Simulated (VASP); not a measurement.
A run of VASP 6.6.1:

Contents of INCAR:

```
SYSTEM = MgO
  PREC = Accurate
  ENCUT = 520
  EDIFF = 1E-6
  ISMEAR = -1
  SIGMA = 0.05
  LREAL = .False.
  LASPH = .True.
  NELM = 80
  ALGO = Normal
  ISIF = 2
  LWAVE = .False.
  LCHARG = .True.
  GGA = RP
  LELF = .True.
  LVHAR = .True.
  NBANDS = 11
```

The input KPOINTS:

```
regular mesh
0
Gamma
  11 11 11
  0 0 0
```

POSCAR

```
MgO
1.0
    0.0000000000      2.1492086355      2.1492086355
    2.1492086355      0.0000000000      2.1492086355
    2.1492086355      2.1492086355      0.0000000000
Mg O
1 1
Direct
    0.0000000000      0.0000000000      0.0000000000
    0.5000000000      0.5000000000      0.5000000000
```

Potentials or basis: VASP PAW PBE potentials, release 64 (Mg, O).

Command:

```console
$ cat potpaw_PBE.64/Mg/POTCAR potpaw_PBE.64/O/POTCAR > POTCAR
$ mpirun -np 1 vasp_std > vasp.out
```

Hardware: 1 thread of AMD EPYC 7R13 (shared host).

Problem. Estimate the wall time of this run.

Solution. Wall time 29 s on 1 thread of AMD EPYC 7R13, with other jobs on the host, peak memory 0.12 GiB. Counts: scf iterations 12, k points 56.
